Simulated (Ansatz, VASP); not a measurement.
**ZnO: VASP beside Ansatz**

Contents of INCAR:

```
SYSTEM = ZnO
PREC = Accurate
ENCUT = 520
EDIFF = 1E-6
ISMEAR = -1
SIGMA = 0.08
LREAL = .False.
LASPH = .True.
NELM = 100
ALGO = Normal
ISIF = 2
LWAVE = .False.
LCHARG = .False.
GGA = PE
NBANDS = 26
```

The input KPOINTS:

```
regular mesh
0
Gamma
  11 11 7
  0 0 0
```

POSCAR

```
ZnO
1.0
    2.6654997384      0.0000000000      0.0000000000
   -1.3327498692      2.3083904872      0.0000000000
    0.0000000000      0.0000000000      4.8152816878
Zn O
2 2
Direct
    0.0000000000      0.0000000000      0.0000000000
    0.0000000000      0.0000000000      0.5000000000
    0.3333333333      0.6666666667      0.2500000000
    0.6666666667      0.3333333333      0.7500000000
```

Input for Ansatz:

```yaml
crystal:
  lattice:
    - [2.6654997384, 0.0, 0.0]
    - [-1.3327498692, 2.3083904872, 0.0]
    - [0.0, 0.0, 4.8152816878]
  atoms:
    - { symbol: Zn, position: [0.0, 0.0, 0.0] }
    - { symbol: Zn, position: [0.0, 0.0, 0.5] }
    - { symbol: O, position: [0.3333333333, 0.6666666667, 0.25] }
    - { symbol: O, position: [0.6666666667, 0.3333333333, 0.75] }
kpoints:
  mp_grid: { grid: [11, 11, 7] }
scf:
  occupations: { method: fermi_dirac, width: 0.08 }
hamiltonian:
  xc: pbe
  pseudopotentials: { kind: all_electron, lapw: { basis_error: 0.001 } }
output:
  forces: true
  stress: true
  eigenvalues: true
  populations: true
```

Change from the starting cell: volume scaled by 0.72, LAPW.

Alike in both runs: task single point; functional PBE; k mesh 11 × 11 × 7; occupations fermi-dirac, width 0.08 eV; no spin polarisation.

|  | VASP | Ansatz |
| --- | --- | --- |
| version | VASP 6.6.1 | Ansatz 0.2.0 |
| potentials or method | VASP PAW PBE potentials, release 64 (Zn, O), cutoff 520 eV | all-electron LAPW, scalar-relativistic |

```csv
,VASP,Ansatz,Ansatz less VASP
pressure (GPa),113.1,108.2,-4.85
"traceless stress, the component that is largest in VASP (GPa)",0.71,-0.09,-0.806
```

Both programs put the cell under a high pressure, so it lies far from rest at this level. Ansatz ran all-electron here, and VASP with PAW potentials.

Noted on VASP's run: the cell as given lies far from equilibrium.
